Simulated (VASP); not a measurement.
Wanted: the native input for a VASP 6.6.1 run.

- Task: single point
- Functional: PBE
- Potentials or basis: VASP PAW PBE potentials, release 64 (C, Si)
- Cutoff: 520 eV
- k mesh: 6 × 6 × 4
- Occupations: methfessel-paxton, width 0.233 eV
- Spin: no spin polarisation
- Dipole correction: no
- Further INCAR settings: ALGO = Normal; EDIFF = 1e-07; NBANDS = 16

The structure of SiC3 lies in POSCAR:

```
SiC3
1.0
    2.7964006874      0.0000000000      0.0000000000
    0.0000000000      2.7964006874      0.0000000000
    0.0000000000      0.0000000000      4.0900436006
C Si
3 1
Direct
    0.5000000000      0.0000000000      0.7862689761
    0.5000000000      0.5000000000      0.0000000000
    0.0000000000      0.5000000000      0.2137310239
    0.0000000000      0.0000000000      0.5000000000
```

The input as run:

INCAR

```
PREC = Accurate
ENCUT = 520
EDIFF = 1E-7
ISMEAR = 1
SIGMA = 0.233
LREAL = F
LASPH = T
NELM = 60
ALGO = Normal
ISIF = 2
LWAVE = F
LCHARG = F
GGA = PE
NBANDS = 16
```

KPOINTS

```
regular mesh
0
Gamma
  6 6 4
```

Potentials or basis: VASP PAW PBE potentials, release 64 (C, Si).

Launch:

```console
$ cat potpaw_PBE.64/C/POTCAR potpaw_PBE.64/Si/POTCAR > POTCAR
$ mpirun -np 1 vasp_std > vasp.out
```

It gave:

| Quantity | Value |
| --- | --- |
| Pressure | 3.3 GPa |
| Largest force | 0.319 eV/Å |
| Band gap on the k mesh | 1.64 eV, indirect (least direct gap 1.85 eV) |

Wall time 7 s on 1 thread of Intel(R) Xeon(R) 6975P-C (Granite Rapids), on a shared host, peak memory 0.14 GiB.
